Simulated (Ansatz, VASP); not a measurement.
One calculation of C, two programs

INCAR

```
SYSTEM = C
PREC = Accurate
ENCUT = 600
EDIFF = 1E-6
ISMEAR = 0
SIGMA = 0.02
LREAL = .False.
LASPH = .True.
NELM = 80
ALGO = Normal
ISIF = 3
LWAVE = .False.
LCHARG = .False.
GGA = PS
IBRION = 2
NSW = 70
EDIFFG = -0.005
```

The input KPOINTS:

```
regular mesh
0
Gamma
  12 12 12
  0 0 0
```

Contents of POSCAR:

```
C
1.0
    0.0000000000      1.7857368633      1.7857368633
    1.7857368633      0.0000000000      1.7857368633
    1.7857368633      1.7857368633      0.0000000000
C
2
Direct
    0.0000000000      0.0000000000      0.0000000000
    0.2500000000      0.2500000000      0.2500000000
```

Input for Ansatz:

```yaml
crystal:
  lattice:
    - [0.0, 1.7857368639, 1.7857368639]
    - [1.7857368639, 0.0, 1.7857368639]
    - [1.7857368639, 1.7857368639, 0.0]
  atoms:
    - { symbol: C, position: [0.0, 0.0, 0.0] }
    - { symbol: C, position: [0.25, 0.25, 0.25] }
basis:
  ecutwfc: 420
kpoints:
  mp_grid: { grid: [12, 12, 12] }
hamiltonian:
  xc: pbesol
scf:
  occupations: { method: gaussian, width: 0.02 }
output:
  forces: true
  stress: true
  eigenvalues: true
relax:
  adjacent_minimum: "off"
  f_tol: 0.005
  max_steps: 50
  cell: { stress_tol: 0.05 }
```

Alike in both runs: task relaxation of cell and atoms; functional PBEsol; k mesh 12 × 12 × 12; occupations gaussian, width 0.02 eV; no spin polarisation.

```csv
,VASP,Ansatz
version,VASP 6.6.1,Ansatz 0.2.0
potentials or method,"VASP PAW PBE potentials, release 64 (C), cutoff 600 eV","scalar-relativistic, plane waves, PAW"
valence electrons in the cell,8,8
```

```csv
,VASP,Ansatz,Ansatz less VASP
"gap on the k mesh at the Fermi level, each at its own relaxed structure (eV)",4.06,4.07,+0.007
relaxed volume (Å³/atom),5.62,5.61,-0.005
relaxed cell length with the largest relative difference (Å),2.514,2.513,-0.0008
```

VASP's potentials were made for PBE, not for PBEsol.
